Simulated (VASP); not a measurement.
Write the native input for VASP 6.6.1 that does the following.

- Task: single point
- Functional: PBE
- Potentials or basis: VASP PAW PBE potentials, release 64 (Sn_d, S, O)
- Cutoff: 520 eV
- k mesh: 15 × 15 × 8
- Occupations: gaussian, width 0.1 eV
- Spin: no spin polarisation
- Dipole correction: no
- Further INCAR settings: ALGO = Normal; EDIFF = 1e-06; NBANDS = 28

The structure of Sn2SO lies in POSCAR:

```
Sn2SO
1.0
    3.7239264708      0.0000000000      0.0000000000
   -1.8619632354      3.2250149255      0.0000000000
    0.0000000000      0.0000000000      6.8851810699
Sn S O
2 1 1
Direct
    0.6666666667      0.3333333333      0.2216482482
    0.6666666667      0.3333333333      0.7783517518
    0.3333333333      0.6666666667      0.5000000000
    0.0000000000      0.0000000000      0.0000000000
```

One way to write it, as run:

INCAR

```
SYSTEM = Sn2SO
PREC     = Accurate       ! precision mode
ENCUT    = 520            ! plane-wave cutoff, eV
EDIFF    = 1E-6           ! SCF threshold, eV
ISMEAR   = 0              ! smearing method
SIGMA    = 0.1            ! smearing width, eV
LREAL    = .False.        ! projectors in reciprocal space
LASPH    = .True.         ! aspherical terms in the spheres
NELM     = 100            ! most SCF steps
ALGO     = Normal         ! electronic algorithm
ISIF     = 2              ! what is computed and relaxed
LWAVE    = .False.        ! write WAVECAR
LCHARG   = .False.        ! write CHGCAR
GGA      = PE             ! functional
NBANDS   = 28             ! bands
```

KPOINTS

```
Automatic mesh
0
Gamma
  15 15 8
  0 0 0
```

Potentials or basis: VASP PAW PBE potentials, release 64 (Sn_d, S, O).

The run is started by

```sh
$ cat potpaw_PBE.64/Sn_d/POTCAR potpaw_PBE.64/S/POTCAR potpaw_PBE.64/O/POTCAR > POTCAR
$ mpirun -np 1 vasp_std > vasp.out
```

It gave:

```yaml
Pressure: -0.1 GPa
Band_gap_on_the_k_mesh: zero (bands 20 and 21 overlap by 0.83 eV)
```

Caveat: spin-orbit coupling is left out, which moves the levels of the heavy elements.

It took 3.1 min on 1 thread of Intel(R) Xeon(R) Platinum 8375C CPU @ 2.90GHz (Ice Lake), with other jobs on the host, peak memory 0.39 GiB.
